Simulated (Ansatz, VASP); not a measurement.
This is a calculation of Os for Ansatz 0.2.0.

Contents of input.yaml:

```yaml
crystal:
  lattice:
    - [2.7341, 0.0, 0.0]
    - [-1.36705, 2.3678000565, 0.0]
    - [0.0, 0.0, 4.3197]
  atoms:
    - { symbol: Os, position: [0.6666666667, 0.3333333333, 0.75] }
    - { symbol: Os, position: [0.3333333333, 0.6666666667, 0.25] }
kpoints:
  mp_grid: { grid: [6, 6, 3] }
scf:
  occupations: { method: fermi_dirac, width: 0.04 }
hamiltonian:
  xc: pbe
  pseudopotentials: { kind: all_electron, lapw: { basis_error: 0.002 } }
output:
  forces: true
  stress: true
  eigenvalues: true
```

Potentials or basis: all-electron LAPW, scalar-relativistic.

Command:

```bash
$ ansatz run input.yaml --threads 1 --pin off --max-ram 3072MiB --backend cpu --events-out ev --progress --plain --runs-dir out
```

**Question.** Translate it to VASP 6.6.1. Potentials there: VASP PAW PBE potentials, release 64 (Os).

**Answer.** As run (the cutoff follows the program's own potentials):

Contents of INCAR:

```
  PREC = Accurate
  ENCUT = 520
  EDIFF = 1E-6
  ISMEAR = -1
  SIGMA = 0.04
  LREAL = False
  LASPH = True
  NELM = 60
  ALGO = Normal
  ISIF = 2
  LWAVE = False
  LCHARG = False
  GGA = PE
  NBANDS = 15
```

KPOINTS

```
Automatic mesh
0
Gamma
  6 6 3
```

The input POSCAR:

```
Os
1.0
    2.7341000000      0.0000000000      0.0000000000
   -1.3670500000      2.3678000565      0.0000000000
    0.0000000000      0.0000000000      4.3197000000
Os
2
Direct
    0.6666666667      0.3333333333      0.7500000000
    0.3333333333      0.6666666667      0.2500000000
```

Potentials or basis: VASP PAW PBE potentials, release 64 (Os).

Run with:

```console
$ cat potpaw_PBE.64/Os/POTCAR > POTCAR
$ mpirun -np 1 vasp_std > vasp.out
```

Both were run:

|  | VASP | Ansatz | Ansatz less VASP |
| --- | --- | --- | --- |
| gap on the k mesh at the Fermi level (eV) | none | none | - |
| pressure (GPa) | 9.8 | 9.5 | -0.22 |
| traceless stress, the component that is largest in VASP (GPa) | -2.87 | -2.83 | +0.047 |

A gap of «none» marks a metal or a gap that the smearing closes. Ansatz ran all-electron here, and VASP with PAW potentials.

The k mesh is coarse, so the values compare programs but aren't converged. Neither program's run includes spin-orbit coupling. Noted on Ansatz's run: the k mesh is thin for a metal, which can move the energy by tens of meV per atom.
